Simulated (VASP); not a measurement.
**Pd: elastic constants with PBEsol**

The system is Pd.

```
Pd
1.0
     2.78367    0.00000    0.00000
    -1.39183    2.41072    0.00000
     0.00000    0.00000    4.62889
Pd
2
Direct
  0.33333 0.66667 0.25000
  0.66667 0.33333 0.75000
```

* Program: VASP 6.6.1
* Task: elastic constants
* Functional: PBEsol
* Potentials or basis: VASP PAW PBE potentials, release 64 (Pd)
* Cutoff: 600 eV
* k mesh: 8 × 8 × 5
* Occupations: fermi-dirac, width 0.05 eV
* Spin: no spin polarisation
* Dipole correction: no
* Ions in elastic constants: relaxed
* Further INCAR settings: ALGO = Normal; EDIFF = 1e-08; IBRION = 6; POTIM = 0.015; NSW = 1; ISIF = 3

| Item | Value |
| --- | --- |
| Voigt bulk modulus | 152 GPa |
| Highest phonon frequency at Γ | 195 cm⁻¹ |

Phonon frequencies in cm⁻¹ (negative: imaginary):
| q point | frequencies |
| --- | --- |
| (0.000, 0.000, 0.000) | 0 0 0 68 68 195 |

Elastic tensor in Voigt notation (GPa, in the Cartesian axes of the cell as first typed):
```
204 138 115   0   0   0
138 204 115   0   0   0
115 115 225   0   0   0
  0   0   0  30   0   0
  0   0   0   0  30   0
  0   0   0   0   0  33
```

Clamped-ion elastic tensor (GPa):
```
218 124 115   0   0   0
124 218 115   0   0   0
115 115 225   0   0   0
  0   0   0  30   0   0
  0   0   0   0  30   0
  0   0   0   0   0  47
```

It used 630 s of CPU time on 1 thread of AMD EPYC 7R13 Processor (Zen 3), with other jobs on the host.

Caveat: the cell is under stress, which shifts elastic constants; the PAW data sets were made with another functional, which shifts forces and pressure a little.
